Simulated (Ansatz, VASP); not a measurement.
Al: VASP beside Ansatz

```
Al
1.0
     2.73000    0.00000    0.00000
    -1.36500    2.36425    0.00000
     0.00000    0.00000    4.63829
Al
2
Direct
  0.66667 0.33333 0.75000
  0.33333 0.66667 0.25000
```

Alike in both runs: task single point; functional PBEsol; k mesh 18 × 18 × 10; occupations gaussian, width 0.15 eV; no spin polarisation.

|  | VASP | Ansatz |
| --- | --- | --- |
| version | VASP 6.6.1 | Ansatz 0.2.0 |
| potentials or method | VASP PAW PBE potentials, release 64 (Al), cutoff 520 eV | scalar-relativistic, plane waves, PAW |
| valence electrons in the cell | 6 | 6 |

|  | VASP | Ansatz | Ansatz less VASP |
| --- | --- | --- | --- |
| gap on the k mesh at the Fermi level (eV) | none | none | - |
| pressure (GPa) | 8.4 | 8.3 | -0.12 |
| traceless stress, the component that is largest in VASP (GPa) | -1.47 | -1.45 | +0.020 |

VASP's potentials were made for PBE, not for PBEsol, and Ansatz warns of the same on its side. A gap of «none» marks a metal or a gap that the smearing closes.
